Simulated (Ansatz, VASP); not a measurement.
**Zr3P2: VASP beside Ansatz**

```
Zr P
1.0
     7.01801    0.00000    0.00000
     0.00000    7.01801    0.00000
     0.00000    0.00000    3.63628
Zr P
6 4
Direct
  0.00000 0.00000 0.00000
  0.50000 0.50000 0.00000
  0.16133 0.66133 0.50000
  0.33867 0.16133 0.50000
  0.83867 0.33867 0.50000
  0.66133 0.83867 0.50000
  0.63916 0.13916 0.00000
  0.86084 0.63916 0.00000
  0.36084 0.86084 0.00000
  0.13916 0.36084 0.00000
```

Change from the starting cell: species swapped into the Y3Au2 type (P4/mbm, No. 127).

Alike in both runs: functional PBE; k mesh 4 × 4 × 6; occupations gaussian, width 0.1 eV; no spin polarisation.

Ansatz relaxed the structure, and its values are those at the end. VASP's run is a single point on that final structure, the one shown.

|  | VASP | Ansatz |
| --- | --- | --- |
| version | VASP 6.6.1 | Ansatz 0.2.0 |
| potentials or method | VASP PAW PBE potentials, release 64 (Zr_sv, P), cutoff 520 eV | scalar-relativistic, plane waves, PAW |
| valence electrons in the cell | 92 | 92 |

```csv
,VASP,Ansatz,Ansatz less VASP
gap on the k mesh at the Fermi level (eV),none,none,-
pressure (GPa),0.0,-0.1,-0.03
```

A gap of «none» marks a metal or a gap that the smearing closes.
